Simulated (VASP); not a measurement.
A run of VASP 6.6.1 is set up as follows.

File INCAR:

```
SYSTEM = As
ALGO = Normal
EDIFF = 1E-6
ENCUT = 520
GGA = PE
ISIF = 2
ISMEAR = 0
LASPH = .True.
LCHARG = .True.
LELF = .True.
LREAL = .False.
LVHAR = .True.
LWAVE = .False.
NBANDS = 18
NELM = 100
PREC = Accurate
SIGMA = 0.1
```

File KPOINTS:

```
k-points
0
Gamma
  12 12 10
  0 0 0
```

POSCAR

```
As
1.0
    4.8902886224      0.0000000000      0.0000000000
   -2.4451443112      4.2351141788      0.0000000000
    0.0000000000      0.0000000000      5.0038622202
As
4
Direct
    0.3333333333      0.6666666667      0.0000000000
    0.6666666667      0.3333333333      0.0000000000
    0.0000000000      0.0000000000      0.5000000000
    0.0000000000      0.0000000000      0.0000000000
```

Potentials or basis: VASP PAW PBE potentials, release 64 (As).

Run with:

```sh
$ cat potpaw_PBE.64/As/POTCAR > POTCAR
$ mpirun -np 1 vasp_std > vasp.out
```

(1) Estimate the pressure.

(2) What does it give for the band gap on the k mesh?

## Answers

(1) 0.1 GPa.

(2) zero (band 10 reaches 4.25 eV, above the bottom of band 11 at 2.74 eV).
